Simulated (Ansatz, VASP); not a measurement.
## Ir in VASP and in Ansatz

The input INCAR:

```
  PREC = Accurate
  ENCUT = 520
  EDIFF = 1E-7
  ISMEAR = -1
  SIGMA = 0.15
  LREAL = F
  LASPH = T
  NELM = 150
  ALGO = Normal
  ISIF = 2
  LWAVE = F
  LCHARG = T
  MAGMOM = 0 0 0
  LORBIT = 11
  LSORBIT = T
  GGA_COMPAT = F
  LORBMOM = T
  LMAXMIX = 4
  GGA = PE
  LVHAR = T
  NBANDS = 20
```

File KPOINTS:

```
Automatic mesh
0
Gamma
  4 4 4
```

POSCAR

```
Ir
1.0
    0.0000000000      1.9354000000      1.9354000000
    1.9354000000      0.0000000000      1.9354000000
    1.9354000000      1.9354000000      0.0000000000
Ir
1
Direct
    0.0000000000      0.0000000000      0.0000000000
```

Input for Ansatz:

```yaml
crystal:
  lattice:
    - [0, 1.9354, 1.9354]
    - [1.9354, 0, 1.9354]
    - [1.9354, 1.9354, 0]
  atoms:
    - { symbol: Ir, position: [0, 0, 0] }
kpoints:
  mp_grid: { grid: [4, 4, 4] }
hamiltonian:
  xc: pbe
  pseudopotentials:
    kind: paw_fr
    azcp:
      Ir: "pseudopotentials/pbe/paw/ansatz_paw_generated_hard_1/Ir.paw.azcp"
scf:
  occupations: { method: fermi_dirac, width: 0.15 }
  convergence: { dr2_threshold: "1e-9 eV" }
  max_iter: 300
output:
  forces: true
  stress: true
  eigenvalues: true
magnetization:
  noncollinear: true
  spin_orbit: true
```

Alike in both runs: task single point; functional PBE; k mesh 4 × 4 × 4; occupations fermi-dirac, width 0.15 eV; non-collinear spin, spin-orbit coupling.

|  | VASP | Ansatz |
| --- | --- | --- |
| version | VASP 6.6.1 | Ansatz 0.2.0 development build |
| potentials or method | VASP PAW PBE potentials, release 64 (Ir) | plane waves, PAW datasets (generated hard set |
| plane-wave cutoff (eV) | 520 | 700 |
| valence electrons in the cell | 9 | 31 |

```csv
,VASP,Ansatz,Ansatz less VASP
net moment per atom (μB),0.00,0.00,0.000
```

With one functional, cell and mesh, what is left measures potentials, basis and numerics. VASP's potentials hold 9 valence electrons a cell and Ansatz's 31, so a difference there can come from the potentials and not from the codes. Ansatz's warnings: stress scf threshold loose.

The k mesh is coarse, so the values compare programs but aren't converged.
